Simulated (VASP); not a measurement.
# NaCl (Pm-3m) in VASP: single point with PBE

Aim: the single point of NaCl with PBE.

Everything below comes from runs of VASP 6.6.1. Logs are shortened: lines on timing, memory, paths and dates and some standing lists are left out, and cuts for length are marked.

## 1. The cell of the first run

It takes space group Pm-3m (No. 221, cubic). The conventional cell has a = 3.502 Å, b = 3.502 Å, c = 3.502 Å, α = 90.00°, β = 90.00°, γ = 90.00°. Within 4.0 Å of Na (site symmetry m-3m) lie 8 Cl at 3.03 Å and 6 Na at 3.50 Å. Cl (site symmetry m-3m) has 8 Na at 3.03 Å and 6 Cl at 3.50 Å within 4.0 Å.

## 2. Single point, PBE

Input file INCAR:

```
SYSTEM = NaCl
PREC = Accurate
ENCUT = 500
EDIFF = 1E-6
ISMEAR = 0
SIGMA = 0.1
LREAL = .False.
LASPH = .True.
NELM = 120
ALGO = Normal
ISIF = 2
LWAVE = .False.
LCHARG = .False.
GGA = PE
NBANDS = 14
GGA_COMPAT = .False.
```

Input file KPOINTS:

```
regular mesh
0
Gamma
  6 6 6
  0 0 0
```

Input file POSCAR:

```
NaCl
1.0
    3.5015567669      0.0000000000      0.0000000000
    0.0000000000      3.5015567669      0.0000000000
    0.0000000000      0.0000000000      3.5015567669
Na Cl
1 1
Direct
    0.0000000000      0.0000000000      0.0000000000
    0.5000000000      0.5000000000      0.5000000000
```

Potentials or basis: VASP PAW PBE potentials, release 64 (Na_pv, Cl).

Launch:

```console
$ cat potpaw_PBE.64/Na_pv/POTCAR potpaw_PBE.64/Cl/POTCAR > POTCAR
$ mpirun -np 1 vasp_std > vasp.out
```

OUTCAR:

```text
SYSTEM = NaCl
   PREC = Accurate
   ENCUT = 500
   EDIFF = 1E-6
   ISMEAR = 0
   LREAL = .False.
   LASPH = .True.
   NELM = 120
   ISIF = 2
   GGA = PE

 ion  position               nearest neighbor table
   1  0.000  0.000  0.000-
   2  0.500  0.500  0.500-

  LATTYP: Found a simple cubic cell.
 ALAT       =     3.5015567669

  Lattice vectors:

 A1 = (   3.5015567669,   0.0000000000,   0.0000000000)
 A2 = (   0.0000000000,   3.5015567669,   0.0000000000)
 A3 = (   0.0000000000,   0.0000000000,   3.5015567669)

Analysis of symmetry for initial positions (statically):
=====================================================================
 Subroutine PRICEL returns:
 Original cell was already a primitive cell.

 Routine SETGRP: Setting up the symmetry group for a
 simple cubic supercell.

 Subroutine GETGRP returns: Found 48 space group operations
 (whereof 48 operations were pure point group operations)
 out of a pool of 48 trial point group operations.

The static configuration has the point symmetry O_h .

Analysis of symmetry for dynamics (positions and initial velocities):
=====================================================================
 Subroutine PRICEL returns:
 Original cell was already a primitive cell.

 Routine SETGRP: Setting up the symmetry group for a
 simple cubic supercell.

 Subroutine GETGRP returns: Found 48 space group operations
 (whereof 48 operations were pure point group operations)
 out of a pool of 48 trial point group operations.

The dynamic configuration has the point symmetry O_h .

 Subroutine INISYM returns: Found 48 space group operations
 (whereof 48 operations are pure point group operations),
 and found     1 'primitive' translations

----------------------------------------------------------------------------------------

                                     Primitive cell

  volume of cell :      42.9322

  direct lattice vectors                    reciprocal lattice vectors
     3.501556767  0.000000000  0.000000000     0.285587259  0.000000000  0.000000000
     0.000000000  3.501556767  0.000000000     0.000000000  0.285587259  0.000000000
     0.000000000  0.000000000  3.501556767     0.000000000  0.000000000  0.285587259

  length of vectors
     3.501556767  3.501556767  3.501556767     0.285587259  0.285587259  0.285587259

  position of ions in fractional coordinates (direct lattice)
     0.000000000  0.000000000  0.000000000
     0.500000000  0.500000000  0.500000000

[... 80 lines left out ...]
   TEBEG  =    0.0;   TEEND  =   0.0 temperature during run
   PSTRESS=    0.0 pullay stress
   NELECT =      14.0000    total number of electrons
   NUPDOWN=      -1.0000    fix difference up-down
   EMIN   =  10.00;   EMAX   =-10.00  energy-range for DOS
   EFERMI =   0.00;   METHOD = LEGACY
   ISMEAR =     0;   SIGMA  =   0.10  broadening in eV -4-tet -1-fermi 0-gaus
   EFERMI_NEDOS =   21; number of points for ismear=-14 and -15
   IALGO  =     38    algorithm
   IMIX   =      4    mixing-type and parameters
     AMIX     =   0.40;   BMIX     =  1.00
     AMIX_MAG =   1.60;   BMIX_MAG =  1.00
  volume/ion in A,a.u.               =      21.47       144.86
  Fermi-wavevector in a.u.,A,eV,Ry     =   1.126825  2.129390 17.275777  1.269734
  Thomas-Fermi vector in A             =   2.263508
   LORBIT       =      0    0 simple, 1 ext, 2 COOP (PROOUT), +10 PAW based schemes
   GGA     = PE    functional components
   LHFCALC =     F    Hartree Fock is set to
   AEXX    =    0.0000 exact exchange contribution
   IVDW    =     0    specifies the selected vdW correction
   LEPSILON=     F    determine dielectric tensor
   LRPA    =     F    only Hartree local field effects (RPA)
 non-spin polarized calculation
 Gauss-broadening in eV      SIGMA  =   0.10
  energy-cutoff  :      500.00
  volume of cell :       42.93
 maximum number of plane-waves:      1108
 NGX is ok and might be reduce to    28
   NGX = 13   NGY = 13   NGZ = 13

 number of electron      13.9999982 magnetization

 Free energy of the ion-electron system (eV)
  ---------------------------------------------------
  ext. energy  EPLUGINS =         0.00000000
  ---------------------------------------------------
  free energy    TOTEN  =        -6.46827103 eV

  energy without entropy =       -6.46827103  energy(sigma->0) =       -6.46827103

 E-fermi :   0.9707     XC(G=0):  -8.4351

 val. band max:        0.4286335925   @ k =   0.5000   0.5000   0.0000
 cond. band min:       4.4084219990   @ k =   0.0000   0.0000   0.0000
 fundamental gap:      3.9797884064
 Fermi energy:         0.9706823126

 k-point     1 :       0.0000    0.0000    0.0000
  band No.  band energies     occupation
      1     -21.6450      2.00000
      2     -21.6450      2.00000
      3     -21.6450      2.00000
      4     -12.9499      2.00000
      5      -0.0622      2.00000
      6      -0.0622      2.00000
      7      -0.0622      2.00000
      8       4.4084      0.00000
      9       9.0073      0.00000
     10       9.0073      0.00000
     11      16.1214      0.00000
     12      16.1215      0.00000
     13      16.1216      0.00000
     14      16.3434      0.00000
[... 309 lines left out ...]
      1     -21.6715      2.00000
      2     -21.6715      2.00000
      3     -21.6715      2.00000
      4     -12.0541      2.00000
      5      -1.4173      2.00000
      6      -1.4173      2.00000
      7      -1.4173      2.00000
      8       7.5501      0.00000
      9       7.5501      0.00000
     10       7.5501      0.00000
     11      12.0822      0.00000
     12      16.3161      0.00000
     13      16.3161      0.00000
     14      16.3161      0.00000

------------------------ aborting loop because EDIFF is reached ----------------------------------------

  FORCE on cell =-STRESS in cart. coord.  units (eV):
  Direction    XX          YY          ZZ          XY          YZ          ZX
  --------------------------------------------------------------------------------------
  -------------------------------------------------------------------------------------
  Total        0.0131789      0.0131789      0.0131789      0.0000000     -0.0000000      0.0000000
  in kB        0.4918214      0.4918214      0.4918214      0.0000000     -0.0000000      0.0000000
  external PRESSURE =       0.4918214 kB  Pullay stress =       0.0000000 kB

 VOLUME and BASIS-vectors are now :
 -----------------------------------------------------------------------------
  energy-cutoff  :      500.00
  volume of cell :       42.93
      direct lattice vectors                 reciprocal lattice vectors
     3.501556767  0.000000000  0.000000000     0.285587259  0.000000000  0.000000000
     0.000000000  3.501556767  0.000000000     0.000000000  0.285587259  0.000000000
     0.000000000  0.000000000  3.501556767     0.000000000  0.000000000  0.285587259

 POSITION                                       TOTAL-FORCE (eV/Angst)
 -----------------------------------------------------------------------------------
      0.00000      0.00000      0.00000         0.000000      0.000000      0.000000
      1.75078      1.75078      1.75078         0.000000      0.000000      0.000000
 -----------------------------------------------------------------------------------
    total drift:                               -0.000000      0.000000      0.000000

  FREE ENERGIE OF THE ION-ELECTRON SYSTEM (eV)
  ---------------------------------------------------
  free  energy   TOTEN  =        -6.4682710263 eV

  energy  without entropy=       -6.4682710263  energy(sigma->0) =       -6.46827103
```

Run time: 22 s. Hardware: 1 thread of Intel Xeon 8259CL, shared host; peak memory 0.15 GiB.

Results:

```
Free energy            : -6.4683 eV
Pressure               : 0.0 GPa
Band gap on the k mesh : 3.98 eV, indirect (least direct gap 4.47 eV)
```

Levels at points of the mesh, in eV from the valence-band top:
| k point | band 3 | band 4 | band 5 | band 6 | band 7 | band 8 | band 9 | band 10 | band 11 | band 12 |
| --- | --- | --- | --- | --- | --- | --- | --- | --- | --- | --- |
| (0.00, 0.00, 0.00) | -22.07 | -13.38 | -0.49 | -0.49 | -0.49 | 3.98 | 8.58 | 8.58 | 15.69 | 15.69 |
| (0.50, 0.00, 0.00) | -22.07 | -13.02 | -2.94 | -0.26 | -0.26 | 6.92 | 8.57 | 10.51 | 11.84 | 11.84 |
| (0.50, 0.50, 0.00) | -22.07 | -12.75 | -2.26 | -2.26 | 0.00 | 5.54 | 9.88 | 11.03 | 11.03 | 12.60 |
| (0.50, 0.50, 0.50) | -22.10 | -12.48 | -1.85 | -1.85 | -1.85 | 7.12 | 7.12 | 7.12 | 11.65 | 15.89 |

A k mesh can miss the band edges. Expect the measured gap to be larger: semilocal functionals such as PBE lack the derivative discontinuity.
